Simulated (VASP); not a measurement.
Wanted: the native input for a VASP 6.6.1 run.

| Property | Result |
| --- | --- |
| Task | relaxation of the atoms |
| Functional | PBE |
| Dispersion | D3(BJ) |
| Potentials or basis | VASP PAW PBE potentials, release 64 (Nb_sv, N) |
| Cutoff | 520 eV |
| k mesh | 4 × 4 × 1 |
| Occupations | gaussian, width 0.1 eV |
| Spin | no spin polarisation |
| Dipole correction | yes |
| Atoms held fixed (from 0) | [0, 1, 2, 3, 4, 5, 6, 7, 12, 13, 14, 15] |
| Further INCAR settings | LREAL = Auto; ALGO = Normal; EDIFF = 1e-06; IBRION = 2; EDIFFG = -0.03; NSW = 90 |

The structure of NbN lies in POSCAR:

```
NbN
1.0
    6.2011598397      0.0000000000      0.0000000000
   -3.1005799199      5.3703619541      0.0000000000
    0.0000000000      0.0000000000     22.3290322587
Nb N
12 12
Selective dynamics
Direct
    0.1666666667      0.3333333333      0.3582779543  F F F
    0.1666666667      0.8333333333      0.3582779543  F F F
    0.6666666667      0.3333333333      0.3582779543  F F F
    0.6666666667      0.8333333333      0.3582779543  F F F
    0.5000000000      0.5000000000      0.4716555909  F F F
    0.5000000000      0.0000000000      0.4716555909  F F F
    0.0000000000      0.5000000000      0.4716555909  F F F
    0.0000000000      0.0000000000      0.4716555909  F F F
    0.8333333333      0.6666666667      0.5850332274  T T T
    0.8333333333      0.1666666667      0.5850332274  T T T
    0.3333333333      0.6666666667      0.5850332274  T T T
    0.3333333333      0.1666666667      0.5850332274  T T T
    0.3333333333      0.1666666667      0.4149667726  F F F
    0.3333333333      0.6666666667      0.4149667726  F F F
    0.8333333333      0.1666666667      0.4149667726  F F F
    0.8333333333      0.6666666667      0.4149667726  F F F
    0.6666666667      0.3333333333      0.5283444091  T T T
    0.6666666667      0.8333333333      0.5283444091  T T T
    0.1666666667      0.3333333333      0.5283444091  T T T
    0.1666666667      0.8333333333      0.5283444091  T T T
    0.0000000000      0.5000000000      0.6417220457  T T T
    0.0000000000      0.0000000000      0.6417220457  T T T
    0.5000000000      0.5000000000      0.6417220457  T T T
    0.5000000000      0.0000000000      0.6417220457  T T T
```

The input as run:

INCAR

```
  PREC = Accurate
  ENCUT = 520
  EDIFF = 1E-6
  ISMEAR = 0
  SIGMA = 0.1
  LREAL = Auto
  LASPH = True
  NELM = 60
  ALGO = Normal
  ISIF = 2
  LWAVE = False
  LCHARG = False
  LDIPOL = True
  IDIPOL = 3
  DIPOL = 0.5 0.5 0.500
  GGA = PE
  IVDW = 12
  IBRION = 2
  NSW = 90
  EDIFFG = -0.03
  KPAR = 4
```

KPOINTS

```
regular mesh
0
Gamma
  4 4 1
```

Potentials or basis: VASP PAW PBE potentials, release 64 (Nb_sv, N).

The run is started by

```bash
$ cat potpaw_PBE.64/Nb_sv/POTCAR potpaw_PBE.64/N/POTCAR > POTCAR
$ mpirun -np 4 vasp_std > vasp.out
```

It gave:

The energy gained by relaxing is 146.7 meV/atom and the ionic steps are 11. The band gap on the k mesh is zero (bands 108 and 109 overlap by 0.08 eV) and the dispersion energy per atom is -0.356 eV.

It took 51 min on 4 MPI ranks on Intel(R) Xeon(R) Platinum 8259CL CPU @ 2.50GHz (Skylake/Cascade Lake), with other jobs on the host, peak memory 1.1 GiB a rank.
